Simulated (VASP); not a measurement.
NaRh:

```
Na Rh
1.0
     3.37669    0.00000    0.00000
    -1.68834    2.92430    0.00000
     0.00000    0.00000    5.22210
Na Rh
1 1
Cartesian
  0.0000 0.0000 0.0000
  0.0000 1.9495 2.6111
```

| Quantity | Value |
| --- | --- |
| Program | VASP 6.6.1 |
| Task | relaxation of cell and atoms |
| Functional | PBE |
| Potentials or basis | VASP PAW PBE potentials, release 64 (Na_pv, Rh_pv) |
| Cutoff | 600 eV |
| k mesh | 6 × 6 × 4 |
| Occupations | gaussian, width 0.1 eV |
| Spin | no spin polarisation |

At the start: pressure -11.0 GPa; volume 25.78 Å³/atom.

Q: How do energy, volume and symmetry change on relaxing?

A: Over 9 steps the energy falls by 626.8 meV/atom and the volume is 16.55 Å³/atom (-35.8 %); space group P-6m2 (No. 187, to 0.05 Å).

Step by step:
```csv
step,energy change (eV),largest force (eV/Å),pressure (GPa),volume (Å³)
1,0.0000,0.0000,-11.01,51.57
2,-0.9052,0.0000,-9.17,39.41
3,-1.1907,0.0000,-0.74,33.21
4,-1.1966,0.0000,2.58,31.97
5,-1.1976,0.0000,1.38,32.38
6,-1.2470,0.0000,2.50,32.22
7,-1.2474,0.0000,2.36,32.23
8,-1.2526,0.0000,-0.95,33.48
9,-1.2537,0.0000,-0.02,33.10
```

Final structure:
```
Na Rh
1.0
     2.76218    0.00000    0.00000
    -1.38109    2.39212    0.00000
     0.00000    0.00000    5.00912
Na Rh
1 1
Cartesian
  0.0000 0.0000 0.0000
  0.0000 1.5947 2.5046
```

Caveat: the volume moved by over 15 % at a fixed basis, so the end points are rough.
